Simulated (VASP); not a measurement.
Wanted: the native input for a VASP 6.6.1 run.

```
Task                   : relaxation of cell and atoms
Functional             : LDA
Potentials or basis    : VASP PAW LDA potentials, release 64 (Ga_d, P)
Cutoff                 : 600 eV
k mesh                 : 8 × 8 × 8
Occupations            : gaussian, width 0.01 eV
Spin                   : no spin polarisation
Target pressure        : -3 GPa
Dipole correction      : no
Further INCAR settings : ALGO = Normal; EDIFF = 1e-06; IBRION = 2; EDIFFG = -0.001; NSW = 80; ISIF = 3
```

The structure of GaP lies in POSCAR:

```
GaP
1.0
    0.0000000000      2.6956501085      2.6956501085
    2.6956501085      0.0000000000      2.6956501085
    2.6956501085      2.6956501085      0.0000000000
Ga P
1 1
Direct
    0.0000000000      0.0000000000      0.0000000000
    0.7500000000      0.7500000000      0.7500000000
```

One way to write it, as run:

INCAR

```
PREC = Accurate
ENCUT = 600
EDIFF = 1E-6
ISMEAR = 0
SIGMA = 0.01
LREAL = False
LASPH = True
NELM = 100
ALGO = Normal
ISIF = 3
LWAVE = False
LCHARG = False
GGA = CA
IBRION = 2
NSW = 80
EDIFFG = -0.001
PSTRESS = -30.0
```

KPOINTS

```
regular mesh
0
Gamma
  8 8 8
```

Potentials or basis: VASP PAW LDA potentials, release 64 (Ga_d, P).

The run is started by

```sh
$ cat potpaw_LDA.64/Ga_d/POTCAR potpaw_LDA.64/P/POTCAR > POTCAR
$ mpirun -np 1 vasp_std > vasp.out
```

Results of the run:

```yaml
Relaxed_volume: 20.33 Å³/atom
Relaxed_cell: a = 3.860 Å, b = 3.860 Å, c = 3.860 Å, α = 60.00°, β = 60.00°, γ = 60.00°
Space_group_after_relaxing_to_0.1_Å: F-43m (No. 216)
Energy_change_on_relaxing_the_run_minimises_the_enthalpy: +7.0 meV/atom
Ionic_steps: 17
Pressure_after_relaxing: -3.0 GPa
Band_gap_on_the_k_mesh: 1.50 eV (least direct gap 1.60 eV)
```

Caveat: the cell is relaxed towards a set pressure, so the run minimises the enthalpy, not the energy.

Run time: 90 s on 1 thread of AMD EPYC 7R13 Processor (Zen 3) (shared host), peak memory 0.13 GiB.
